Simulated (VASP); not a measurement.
# FeO (Wuestite) (Fm-3m) in VASP: single point with LDA

Aim: the single point of FeO (Wuestite) with LDA.

Program: VASP 6.6.1. These are calculated values, not measurements. Logs are shortened: lines on timing, memory, paths and dates and some standing lists are left out, and cuts for length are marked.

### Step 1. The cell of the first run

It takes space group Fm-3m (No. 225, cubic). Conventional cell: a = 4.311 Å, b = 4.311 Å, c = 4.311 Å, α = 90.00°, β = 90.00°, γ = 90.00°. Fe (site symmetry m-3m) has 6 O at 2.16 Å within 2.9 Å. O (site symmetry m-3m) has 6 Fe at 2.16 Å within 2.9 Å.

### Step 2. Single point, LDA, collinear spin, ferromagnetic start

Contents of INCAR:

```
PREC = Accurate
ENCUT = 520
EDIFF = 1E-6
ISMEAR = -1
SIGMA = 0.05
LREAL = False
LASPH = True
NELM = 150
ALGO = Normal
ISIF = 2
LWAVE = False
LCHARG = False
ISPIN = 2
MAGMOM = 3.5 0
LORBIT = 11
LMAXMIX = 4
GGA = CA
NBANDS = 18
```

Contents of KPOINTS:

```
regular mesh
0
Gamma
  16 16 16
```

Contents of POSCAR:

```
FeO
1.0
    0.0000000000      2.1554000000      2.1554000000
    2.1554000000      0.0000000000      2.1554000000
    2.1554000000      2.1554000000      0.0000000000
Fe O
1 1
Direct
    0.0000000000      0.0000000000      0.0000000000
    0.5000000000      0.5000000000      0.5000000000
```

Potentials or basis: VASP PAW LDA potentials, release 64 (Fe, O).

Run with:

```bash
cat potpaw_LDA.64/Fe/POTCAR potpaw_LDA.64/O/POTCAR > POTCAR
mpirun -np 1 vasp_std > vasp.out
```

OUTCAR:

```text
PREC = Accurate
   ENCUT = 520
   EDIFF = 1E-6
   ISMEAR = -1
   LREAL = False
   LASPH = True
   NELM = 150
   ISIF = 2
   ISPIN = 2
   LORBIT = 11
   GGA = CA

 ion  position               nearest neighbor table
   1  0.000  0.000  0.000-   2 2.16   2 2.16   2 2.16   2 2.16   2 2.16   2 2.16
   2  0.500  0.500  0.500-   1 2.16   1 2.16   1 2.16   1 2.16   1 2.16   1 2.16

  LATTYP: Found a face centered cubic cell.
 ALAT       =     4.3108000000

  Lattice vectors:

 A1 = (   0.0000000000,   2.1554000000,   2.1554000000)
 A2 = (   2.1554000000,   0.0000000000,   2.1554000000)
 A3 = (   2.1554000000,   2.1554000000,   0.0000000000)

Analysis of symmetry for initial positions (statically):
=====================================================================
 Subroutine PRICEL returns:
 Original cell was already a primitive cell.

 Routine SETGRP: Setting up the symmetry group for a
 face centered cubic supercell.

 Subroutine GETGRP returns: Found 48 space group operations
 (whereof 48 operations were pure point group operations)
 out of a pool of 48 trial point group operations.

The static configuration has the point symmetry O_h .

Analysis of symmetry for dynamics (positions and initial velocities):
=====================================================================
 Subroutine PRICEL returns:
 Original cell was already a primitive cell.

 Routine SETGRP: Setting up the symmetry group for a
 face centered cubic supercell.

 Subroutine GETGRP returns: Found 48 space group operations
 (whereof 48 operations were pure point group operations)
 out of a pool of 48 trial point group operations.

The dynamic configuration has the point symmetry O_h .

Analysis of structural, dynamic, and magnetic symmetry:
=====================================================================
 Subroutine PRICEL returns:
 Original cell was already a primitive cell.

 Routine SETGRP: Setting up the symmetry group for a
 face centered cubic supercell.

 Subroutine GETGRP returns: Found 48 space group operations
 (whereof 48 operations were pure point group operations)
 out of a pool of 48 trial point group operations.

The overall configuration has the point symmetry O_h .

 Subroutine INISYM returns: Found 48 space group operations
 (whereof 48 operations are pure point group operations),
 and found     1 'primitive' translations

----------------------------------------------------------------------------------------

                                     Primitive cell

  volume of cell :      20.0269

  direct lattice vectors                    reciprocal lattice vectors
     0.000000000  2.155400000  2.155400000    -0.231975503  0.231975503  0.231975503
     2.155400000  0.000000000  2.155400000     0.231975503 -0.231975503  0.231975503
     2.155400000  2.155400000  0.000000000     0.231975503  0.231975503 -0.231975503

  length of vectors
     3.048195912  3.048195912  3.048195912     0.401793358  0.401793358  0.401793358

  position of ions in fractional coordinates (direct lattice)
     0.000000000  0.000000000  0.000000000
     0.500000000  0.500000000  0.500000000

  ion indices of the primitive-cell ions
   primitive index   ion index
                 1           1
                 2           2

----------------------------------------------------------------------------------------

 KPOINTS: regular mesh

Automatic generation of k-mesh.
 Grid dimensions read from file:
 generate k-points for:   16   16   16

 Generating k-lattice:

  Cartesian coordinates                     Fractional coordinates (reciprocal lattice)
    -0.014498469  0.014498469  0.014498469     0.062500000  0.000000000  0.000000000
     0.014498469 -0.014498469  0.014498469     0.000000000  0.062500000  0.000000000
     0.014498469  0.014498469 -0.014498469     0.000000000  0.000000000  0.062500000

  Length of vectors
     0.025112085  0.025112085  0.025112085

  Shift w.r.t. Gamma in fractional coordinates (k-lattice)
     0.000000000  0.000000000  0.000000000

 Subroutine IBZKPT returns following result:
 ===========================================

 Found    145 irreducible k-points:

 Following reciprocal coordinates:
            Coordinates               Weight
  0.000000  0.000000  0.000000      1.000000
  0.062500  0.000000  0.000000      8.000000
  0.125000  0.000000  0.000000      8.000000
  0.187500  0.000000  0.000000      8.000000
  0.250000  0.000000  0.000000      8.000000
  0.312500  0.000000  0.000000      8.000000
[... 16 lines left out ...]
 -0.125000  0.062500  0.000000     24.000000
 -0.062500  0.062500  0.000000     12.000000
 [... further k-points ...]
   k-points           NKPTS =    145   k-points in BZ     NKDIM =    145   number of bands    NBANDS=     18
   number of dos      NEDOS =    301   number of ions     NIONS =      2
   total plane-waves  NPLWV =  13824
   dimension x,y,z NGX =    24 NGY =   24 NGZ =   24
   dimension x,y,z NGXF=    48 NGYF=   48 NGZF=   48
   ions per type =               1   1
   NGX,Y,Z   is equivalent  to a cutoff of  13.09, 13.09, 13.09 a.u.
   NGXF,Y,Z  is equivalent  to a cutoff of  26.18, 26.18, 26.18 a.u.
 SYSTEM =  unknown system
   PREC   = accura    normal or accurate (medium, high low for compatibility)
   ISTART =      0    job   : 0-new  1-cont  2-samecut
   ICHARG =      2    charge: 1-file 2-atom 10-const
   ISPIN  =      2    spin polarized calculation?
   LNONCOLLINEAR =      F non collinear calculations
   LSORBIT =      F    spin-orbit coupling
   LASPH  =      T    aspherical Exc in radial PAW
   ENCUT  =  520.0 eV  38.22 Ry    6.18 a.u.   5.67  5.67  5.67*2*pi/ulx,y,z
   NELM   =    150;   NELMIN=  2; NELMDL= -5     # of ELM steps
   EDIFF  = 0.1E-05   stopping-criterion for ELM
   LREAL  =      F    real-space projection
   EDIFFG = 0.1E-04   stopping-criterion for IOM
   NSW    =      0    number of steps for IOM
   IBRION =     -1    ionic relax: 0-MD 1-quasi-New 2-CG
   NFREE  =      0    steps in history (QN), initial steepest desc. (CG)
   ISIF   =      2    stress and relaxation
   ISYM   =      2    0-nonsym 1-usesym 2-fastsym
   POTIM  = 0.5000    time-step for ionic-motion
   TEBEG  =    0.0;   TEEND  =   0.0 temperature during run
   PSTRESS=    0.0 pullay stress
   NELECT =      14.0000    total number of electrons
   NUPDOWN=      -1.0000    fix difference up-down
   EMIN   =  10.00;   EMAX   =-10.00  energy-range for DOS
   EFERMI =   0.00;   METHOD = LEGACY
   ISMEAR =    -1;   SIGMA  =   0.05  broadening in eV -4-tet -1-fermi 0-gaus
   EFERMI_NEDOS =   21; number of points for ismear=-14 and -15
   IALGO  =     38    algorithm
   IMIX   =      4    mixing-type and parameters
     AMIX     =   0.40;   BMIX     =  1.00
     AMIX_MAG =   1.60;   BMIX_MAG =  1.00
  volume/ion in A,a.u.               =      10.01        67.57
  Fermi-wavevector in a.u.,A,eV,Ry     =   1.452935  2.745650 28.722187  2.111021
  Thomas-Fermi vector in A             =   2.570260
   LORBIT       =     11    0 simple, 1 ext, 2 COOP (PROOUT), +10 PAW based schemes
   GGA     = CA    functional components
   LHFCALC =     F    Hartree Fock is set to
   AEXX    =    0.0000 exact exchange contribution
   IVDW    =     0    specifies the selected vdW correction
   LEPSILON=     F    determine dielectric tensor
   LRPA    =     F    only Hartree local field effects (RPA)
 spin polarized calculation
  energy-cutoff  :      520.00
  volume of cell :       20.03
 maximum number of plane-waves:       553
   NGX = 11   NGY = 11   NGZ = 11

 number of electron      13.9999998 magnetization       3.9928193

 Free energy of the ion-electron system (eV)
  ---------------------------------------------------
  ext. energy  EPLUGINS =         0.00000000
  ---------------------------------------------------
  free energy    TOTEN  =       -16.40824970 eV

  energy without entropy =      -16.39587347  energy(sigma->0) =      -16.40206158

 E-fermi :   5.8165     XC(G=0): -12.6225

 val. band max:        5.8092524170   @ k =  -0.2500   0.4375   0.1875
 cond. band min:       5.8165739357   @ k =   0.0625   0.0625   0.0000
 fundamental gap:      0.0073215187
 Fermi energy:         5.8164753861

 spin component 1

 k-point     1 :       0.0000    0.0000    0.0000
  band No.  band energies     occupation
      1     -14.5498      1.00000
      2       2.0837      1.00000
      3       2.0837      1.00000
      4       2.0837      1.00000
      5       2.2038      1.00000
      6       2.2038      1.00000
[... 10 lines left out ...]
     17      26.4056      0.00000
     18      29.5197      0.00000
[... 463 lines left out ...]
 k-point    24 :      -0.0625    0.0625    0.0000
  band No.  band energies     occupation
      1     -14.4436      1.00000
      2       0.9977      1.00000
      3       1.1845      1.00000
      4       1.5145      1.00000
      5       2.2527      1.00000
      6       2.4047      1.00000
[... 10 lines left out ...]
     17      27.8563      0.00000
     18      30.4045      0.00000

 [... further k-points ...]

 spin component 2

 k-point     1 :       0.0000    0.0000    0.0000
  band No.  band energies     occupation
      1     -13.9758      1.00000
      2       2.6951      1.00000
      3       2.6951      1.00000
      4       2.6951      1.00000
      5       5.0749      1.00000
      6       5.0749      1.00000
[... 10 lines left out ...]
     17      27.6901      0.00000
     18      30.6628      0.00000
[... 463 lines left out ...]
 k-point    24 :      -0.0625    0.0625    0.0000
  band No.  band energies     occupation
      1     -13.8685      1.00000
      2       1.8866      1.00000
      3       2.3272      1.00000
      4       2.4643      1.00000
      5       5.1396      1.00000
      6       5.1995      1.00000
[... 10 lines left out ...]
     17      29.0720      0.00000
     18      31.5677      0.00000

 [... further k-points ...]
[... 5 lines left out ...]
  --------------------------------------------------------------------------------------
  -------------------------------------------------------------------------------------
  Total       -1.9136671     -1.9136671     -1.9136671     -0.0000000     -0.0000000      0.0000000
  in kB     -153.0958222   -153.0958222   -153.0958222     -0.0000000     -0.0000000      0.0000000
  external PRESSURE =    -153.0958222 kB  Pullay stress =       0.0000000 kB

 VOLUME and BASIS-vectors are now :
 -----------------------------------------------------------------------------
  energy-cutoff  :      520.00
  volume of cell :       20.03
      direct lattice vectors                 reciprocal lattice vectors
     0.000000000  2.155400000  2.155400000    -0.231975503  0.231975503  0.231975503
     2.155400000  0.000000000  2.155400000     0.231975503 -0.231975503  0.231975503
     2.155400000  2.155400000  0.000000000     0.231975503  0.231975503 -0.231975503

 POSITION                                       TOTAL-FORCE (eV/Angst)
 -----------------------------------------------------------------------------------
      0.00000      0.00000      0.00000         0.000000      0.000000      0.000000
      2.15540      2.15540      2.15540        -0.000000      0.000000      0.000000
 -----------------------------------------------------------------------------------
    total drift:                                0.000000     -0.000000     -0.000000

  FREE ENERGIE OF THE ION-ELECTRON SYSTEM (eV)
  ---------------------------------------------------
  free  energy   TOTEN  =       -16.4082496995 eV

  energy  without entropy=      -16.3958734695  energy(sigma->0) =      -16.40206158

 total charge

# of ion       s       p       d       tot
------------------------------------------
    1        0.293   0.364   6.108   6.765
    2        1.544   3.408   0.000   4.953
--------------------------------------------------
tot          1.837   3.772   6.108  11.718

 magnetization (x)

# of ion       s       p       d       tot
------------------------------------------
    1        0.024   0.021   3.525   3.570
    2        0.030   0.287   0.000   0.317
--------------------------------------------------
tot          0.055   0.308   3.525   3.887
```

It took 4.4 min on 1 thread of AMD EPYC, shared host; peak memory 0.17 GiB.

What came out:

```
Free energy                                           : -16.4082 eV
Pressure                                              : -15.3 GPa
Band gap on the k mesh                                : zero (filled and empty bands overlap)
Net moment                                            : 3.99 μB per cell
Site moments                                          : Fe +3.57; O +0.32 μB
Valence electrons inside the program's atomic spheres : Fe 6.76; O 4.95
```

Caveat: a cell with one magnetic atom can't hold antiferromagnetic order, which such compounds often take; semilocal functionals often make such compounds metallic where correlation or magnetic order opens a gap, which also shifts bond lengths.
